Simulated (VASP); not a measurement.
Set up this calculation in VASP 6.6.1, as the native input.

```
Task                   : single point
Functional             : PBEsol
Potentials or basis    : VASP PAW PBE potentials, release 64 (Ga_d, N)
Cutoff                 : 520 eV
k mesh                 : 10 × 10 × 10
Occupations            : gaussian, width 0.01 eV
Spin                   : non-collinear spin, zero start, spin-orbit coupling
Starting moments       : [[0.0, 0.0, 0.0], [0.0, 0.0, 0.0]] μB
Dipole correction      : no
Further INCAR settings : ALGO = Normal; EDIFF = 1e-07; NBANDS = 30
```

The structure of GaN lies in POSCAR:

```
GaN
1.0
    2.2413965218      2.2413965218      0.0000000000
   -2.2413965218      2.2413965218      0.0000000000
    0.0000000000      2.2413965218      2.2413965218
Ga N
1 1
Direct
    0.0000000000      0.0000000000      0.0000000000
    0.2500000000      0.7500000000      0.5000000000
```

These files were run (other wordings do the same):

INCAR

```
SYSTEM = GaN
PREC = Accurate ; ENCUT = 520
EDIFF = 1E-7 ; ISMEAR = 0
SIGMA = 0.01 ; LREAL = .FALSE.
LASPH = .TRUE. ; NELM = 150
ALGO = Normal ; ISIF = 2
LWAVE = .FALSE. ; LCHARG = .FALSE.
MAGMOM = 0 0 0 0 0 0 ; LORBIT = 11
LSORBIT = .TRUE. ; GGA_COMPAT = .FALSE.
LORBMOM = .TRUE. ; GGA = PS
NBANDS = 30
```

KPOINTS

```
regular mesh
0
G
  10 10 10
  0 0 0
```

Potentials or basis: VASP PAW PBE potentials, release 64 (Ga_d, N).

Run with:

```sh
$ cat potpaw_PBE.64/Ga_d/POTCAR potpaw_PBE.64/N/POTCAR > POTCAR
$ mpirun -np 1 vasp_ncl > vasp.out
```

Results of the run:

```json
{
  "Pressure": "1.7 GPa",
  "Net moment": "0.00 μB per cell",
  "Valence electrons inside the program's atomic spheres": "Ga 11.91; N 3.73"
}
```

Caveat: the PAW data sets were made with another functional, which shifts forces and pressure a little.

Run time: 44 s on 1 thread of Intel(R) Xeon(R) Platinum 8559C (Emerald Rapids), on a shared host, peak memory 0.23 GiB.
